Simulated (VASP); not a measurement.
# Si (Fd-3m) in VASP: notebook

The runs below take Si through single point, relaxation of cell and atoms, with PBEsol.

Everything below comes from runs of VASP 6.6.1. Logs are shortened: lines on timing, memory, paths and dates and some standing lists are left out, and cuts for length are marked.

## 1. The cell of the first run

Symmetry: Fd-3m, No. 227, cubic system. Conventional cell: a = 5.434 Å, b = 5.434 Å, c = 5.434 Å, α = 90.00°, β = 90.00°, γ = 90.00°. Si (site symmetry -43m) has 4 Si at 2.35 Å within 3.1 Å.

## 2. Single point, PBEsol

Contents of INCAR:

```
PREC = Accurate ; ENCUT = 520
EDIFF = 1E-6 ; ISMEAR = -1
SIGMA = 0.02 ; LREAL = F
LASPH = T ; NELM = 100
ALGO = Normal ; ISIF = 2
LWAVE = F ; LCHARG = F
GGA = PS ; NBANDS = 16
```

Contents of KPOINTS:

```
regular mesh
0
Gamma
  7 5 7
```

Contents of POSCAR:

```
Si
1.0
   -2.7169994313      2.7169994313      0.0000000000
    0.0000000000      0.0000000000      5.4339988627
    2.7169994313      2.7169994313      0.0000000000
Si
4
Direct
    0.5000000000      0.3750000000      0.2500000000
    0.0000000000      0.8750000000      0.7500000000
    0.0000000000      0.1250000000      0.2500000000
    0.5000000000      0.6250000000      0.7500000000
```

Potentials or basis: VASP PAW PBE potentials, release 64 (Si).

Launch:

```sh
> cat potpaw_PBE.64/Si/POTCAR > POTCAR
> mpirun -np 1 vasp_std > vasp.out
```

OUTCAR:

```text
PREC = Accurate
   ENCUT = 520
   EDIFF = 1E-6
   ISMEAR = -1
   LREAL = F
   LASPH = T
   NELM = 100
   ISIF = 2
   GGA = PS

 ion  position               nearest neighbor table
   1  0.500  0.375  0.250-   3 2.35   4 2.35   4 2.35   3 2.35
   2  0.000  0.875  0.750-   3 2.35   4 2.35   3 2.35   4 2.35
   3  0.000  0.125  0.250-   1 2.35   2 2.35   2 2.35   1 2.35
   4  0.500  0.625  0.750-   1 2.35   2 2.35   1 2.35   2 2.35

  LATTYP: Found a simple tetragonal cell.
 ALAT       =     3.8424174447
 C/A-ratio  =     1.4142135624

  Lattice vectors:

 A1 = (   2.7169994313,  -2.7169994313,   0.0000000000)
 A2 = (   2.7169994313,   2.7169994313,   0.0000000000)
 A3 = (   0.0000000000,   0.0000000000,   5.4339988627)

Analysis of symmetry for initial positions (statically):
=====================================================================
 Subroutine PRICEL returns following result:

  LATTYP: Found a face centered cubic cell.
 ALAT       =     5.4339988627

  Lattice vectors:

 A1 = (   2.7169994313,   0.0000000000,   2.7169994313)
 A2 = (   2.7169994313,   2.7169994313,   0.0000000000)
 A3 = (   0.0000000000,   2.7169994313,   2.7169994314)

   2 primitive cells build up your supercell.

 Routine SETGRP: Setting up the symmetry group for a
 simple tetragonal supercell.

 Subroutine GETGRP returns: Found 16 space group operations
 (whereof  4 operations were pure point group operations)
 out of a pool of 16 trial point group operations.

The static configuration has the point symmetry C_2h.
 The point group associated with its full space group is D_4h.

Analysis of symmetry for dynamics (positions and initial velocities):
=====================================================================
 Subroutine PRICEL returns following result:

  LATTYP: Found a face centered cubic cell.
 ALAT       =     5.4339988627

  Lattice vectors:

 A1 = (   2.7169994313,   0.0000000000,   2.7169994313)
 A2 = (   2.7169994313,   2.7169994313,   0.0000000000)
 A3 = (   0.0000000000,   2.7169994313,   2.7169994314)

   2 primitive cells build up your supercell.

 Routine SETGRP: Setting up the symmetry group for a
 simple tetragonal supercell.

 Subroutine GETGRP returns: Found 16 space group operations
 (whereof  4 operations were pure point group operations)
 out of a pool of 16 trial point group operations.

The dynamic configuration has the point symmetry C_2h.
[... 99 lines left out ...]
   NELM   =    100;   NELMIN=  2; NELMDL= -5     # of ELM steps
   EDIFF  = 0.1E-05   stopping-criterion for ELM
   LREAL  =      F    real-space projection
   EDIFFG = 0.1E-04   stopping-criterion for IOM
   NSW    =      0    number of steps for IOM
   IBRION =     -1    ionic relax: 0-MD 1-quasi-New 2-CG
   NFREE  =      0    steps in history (QN), initial steepest desc. (CG)
   ISIF   =      2    stress and relaxation
   ISYM   =      2    0-nonsym 1-usesym 2-fastsym
   POTIM  = 0.5000    time-step for ionic-motion
   TEBEG  =    0.0;   TEEND  =   0.0 temperature during run
   PSTRESS=    0.0 pullay stress
   NELECT =      16.0000    total number of electrons
   NUPDOWN=      -1.0000    fix difference up-down
   EMIN   =  10.00;   EMAX   =-10.00  energy-range for DOS
   EFERMI =   0.00;   METHOD = LEGACY
   ISMEAR =    -1;   SIGMA  =   0.02  broadening in eV -4-tet -1-fermi 0-gaus
   EFERMI_NEDOS =   21; number of points for ismear=-14 and -15
   IALGO  =     38    algorithm
   IMIX   =      4    mixing-type and parameters
     AMIX     =   0.40;   BMIX     =  1.00
     AMIX_MAG =   1.60;   BMIX_MAG =  1.00
  volume/ion in A,a.u.               =      20.06       135.35
  Fermi-wavevector in a.u.,A,eV,Ry     =   0.956471  1.807469 12.447118  0.914837
  Thomas-Fermi vector in A             =   2.085402
   LORBIT       =      0    0 simple, 1 ext, 2 COOP (PROOUT), +10 PAW based schemes
   GGA     = PS    functional components
   LHFCALC =     F    Hartree Fock is set to
   AEXX    =    0.0000 exact exchange contribution
   IVDW    =     0    specifies the selected vdW correction
   LEPSILON=     F    determine dielectric tensor
   LRPA    =     F    only Hartree local field effects (RPA)
 non-spin polarized calculation
  energy-cutoff  :      520.00
  volume of cell :       80.23
 maximum number of plane-waves:      2173
 NGX is ok and might be reduce to    30

 number of electron      15.9999999 magnetization

 Free energy of the ion-electron system (eV)
  ---------------------------------------------------
  ext. energy  EPLUGINS =         0.00000000
  ---------------------------------------------------
  free energy    TOTEN  =       -22.97973848 eV

  energy without entropy =      -22.97973831  energy(sigma->0) =      -22.97973840

 E-fermi :   5.9969     XC(G=0):  -9.5462

 val. band max:        5.7727620681   @ k =   0.0000   0.0000   0.0000
 cond. band min:       6.2318192902   @ k =   0.4286   0.0000   0.4286
 fundamental gap:      0.4590572221
 Fermi energy:         5.9968814055

 k-point     1 :       0.0000    0.0000    0.0000
  band No.  band energies     occupation
      1      -6.2054      2.00000
      2      -2.0511      2.00000
      3      -2.0511      2.00000
      4       2.9030      2.00000
      5       2.9030      2.00000
      6       5.7724      1.99997
[... 433 lines left out ...]
      3      -1.1780      2.00000
      4       1.2017      2.00000
      5       1.3974      2.00000
      6       2.9774      2.00000
[... 8 lines left out ...]
     15      11.6207      0.00000
     16      11.9933      0.00000

 [... further k-points ...]

------------------------ aborting loop because EDIFF is reached ----------------------------------------

  FORCE on cell =-STRESS in cart. coord.  units (eV):
  Direction    XX          YY          ZZ          XY          YZ          ZX
  --------------------------------------------------------------------------------------
  -------------------------------------------------------------------------------------
  Total        0.0714592      0.0714592      0.0080045      0.0000000      0.0000000      0.0000000
  in kB        1.4270525      1.4270525      0.1598522      0.0000000      0.0000000      0.0000000
  external PRESSURE =       1.0046524 kB  Pullay stress =       0.0000000 kB

 VOLUME and BASIS-vectors are now :
 -----------------------------------------------------------------------------
  energy-cutoff  :      520.00
  volume of cell :       80.23
      direct lattice vectors                 reciprocal lattice vectors
    -2.716999431  2.716999431  0.000000000    -0.184026538  0.184026538  0.000000000
     0.000000000  0.000000000  5.433998863     0.000000000  0.000000000  0.184026538
     2.716999431  2.716999431  0.000000000     0.184026538  0.184026538  0.000000000

 POSITION                                       TOTAL-FORCE (eV/Angst)
 -----------------------------------------------------------------------------------
     -0.67925      2.03775      2.03775        -0.000000      0.000000      0.000000
      2.03775      2.03775      4.75475         0.000000     -0.000000      0.000000
      0.67925      0.67925      0.67925        -0.000000      0.000000     -0.000000
      0.67925      3.39625      3.39625        -0.000000     -0.000000     -0.000000
 -----------------------------------------------------------------------------------
    total drift:                                0.000000      0.000000     -0.000000

  FREE ENERGIE OF THE ION-ELECTRON SYSTEM (eV)
  ---------------------------------------------------
  free  energy   TOTEN  =       -22.9797384819 eV

  energy  without entropy=      -22.9797383120  energy(sigma->0) =      -22.97973840
```

OSZICAR:

```text
N       E                     dE             d eps       ncg     rms          rms(c)
DAV:   1     0.187062232742E+02    0.18706E+02   -0.55877E+03   960   0.802E+02
DAV:   2    -0.218443011513E+02   -0.40551E+02   -0.36998E+02  1376   0.116E+02
DAV:   3    -0.234087433468E+02   -0.15644E+01   -0.15554E+01  1248   0.208E+01
DAV:   4    -0.234252243996E+02   -0.16481E-01   -0.16478E-01  1272   0.282E+00
DAV:   5    -0.234255059064E+02   -0.28151E-03   -0.28150E-03  1256   0.343E-01    0.702E+00
DAV:   6    -0.231182149924E+02    0.30729E+00   -0.11556E-01  1152   0.159E+00    0.421E+00
DAV:   7    -0.229783450897E+02    0.13987E+00   -0.22616E-01  1128   0.228E+00    0.245E-01
DAV:   8    -0.229795519977E+02   -0.12069E-02   -0.16423E-02  1160   0.651E-01    0.992E-02
DAV:   9    -0.229796892171E+02   -0.13722E-03   -0.41061E-04  1328   0.117E-01    0.771E-02
DAV:  10    -0.229797390296E+02   -0.49812E-04   -0.91381E-05  1120   0.479E-02    0.311E-02
DAV:  11    -0.229797384819E+02    0.54765E-06   -0.17143E-06  1272   0.760E-03
   1 F= -.22979738E+02 E0= -.22979738E+02  d E =-.169955E-06
```

stdout:

```text
POSCAR found type information on POSCAR Si
 POSCAR found :  1 types and       4 ions
 scaLAPACK will be used
 -----------------------------------------------------------------------------
|                                                                             |
|                                                                             |
|     You enforced a specific xc type in the INCAR file but a different       |
|     I HOPE YOU KNOW WHAT YOU ARE DOING!                                     |
|                                                                             |
 -----------------------------------------------------------------------------

 LDA part: xc-table for (Slater+PW92), standard interpolation
 POSCAR, INCAR and KPOINTS ok, starting setup
 FFT: planning ... GRIDC
 FFT: planning ... GRID_SOFT
 FFT: planning ... GRID
 WAVECAR not read
 entering main loop
```

It took 13 s on 1 thread of Intel Xeon 6975P-C (Granite Rapids), shared host; peak memory 0.17 GiB.

What came out:

```
Free energy            : -22.9797 eV
Pressure               : 0.1 GPa
Band gap on the k mesh : 0.46 eV
```

Caveat: the PAW data sets were made with another functional, which shifts forces and pressure a little; an odd mesh through Γ misses points on the zone boundary, where band edges can lie.

## 3. Relaxation of cell and atoms, PBEsol

This run uses another cell than the first one: it holds 2 atoms, not 4.

Contents of INCAR:

```
SYSTEM = Si
  PREC = Accurate
  ENCUT = 600
  EDIFF = 1E-6
  ISMEAR = -1
  SIGMA = 0.02
  LREAL = .False.
  LASPH = .True.
  NELM = 100
  ALGO = Normal
  ISIF = 3
  LWAVE = .False.
  LCHARG = .False.
  GGA = PS
  IBRION = 2
  NSW = 60
  EDIFFG = -0.005
```

Contents of KPOINTS:

```
Automatic mesh
0
Gamma
  11 11 11
  0 0 0
```

Contents of POSCAR:

```
Si
1.0
    0.0000000000      2.7175356139      2.7175356139
    2.7175356139      0.0000000000      2.7175356139
    2.7175356139      2.7175356139      0.0000000000
Si
2
Direct
   -0.1250000000     -0.1250000000     -0.1250000000
    0.1250000000      0.1250000000      0.1250000000
```

Potentials or basis: VASP PAW PBE potentials, release 64 (Si).

Launch:

```sh
> cat potpaw_PBE.64/Si/POTCAR > POTCAR
> mpirun -np 1 vasp_std > vasp.out
```

Run time: 9.8 s. Hardware: 1 thread of Intel Xeon 6975P-C (Granite Rapids), shared host; peak memory 0.18 GiB.

The run converged. Its results:

```
Free energy                           : -11.4930 eV
Relaxed volume                        : 20.08 Å³/atom
Relaxed cell                          : a = 3.844 Å, b = 3.844 Å, c = 3.844 Å, α = 60.00°, β = 60.00°, γ = 60.00°
Space group after relaxing (to 0.1 Å) : Fd-3m (No. 227)
Energy gained by relaxing             : 0.0 meV/atom
Ionic steps                           : 2
Pressure after relaxing               : 0.0 GPa
Band gap on the k mesh                : 0.48 eV (least direct gap 2.52 eV)
```

Final structure:
```
Si
1.0
     0.00000    2.71820    2.71820
     2.71820    0.00000    2.71820
     2.71820    2.71820    0.00000
Si
2
Direct
  0.87500 0.87500 0.87500
  0.12500 0.12500 0.12500
```

Levels at points of the mesh, in eV from the valence-band top:
| k point | band 1 | band 2 | band 3 | band 4 | band 5 | band 6 | band 7 | band 8 |
| --- | --- | --- | --- | --- | --- | --- | --- | --- |
| (0.00, 0.00, 0.00) | -11.97 | 0.00 | 0.00 | 0.00 | 2.52 | 2.52 | 2.52 | 3.29 |

Caveat: the PAW data sets were made with another functional, which shifts forces and pressure a little; an odd mesh through Γ misses points on the zone boundary, where band edges can lie.
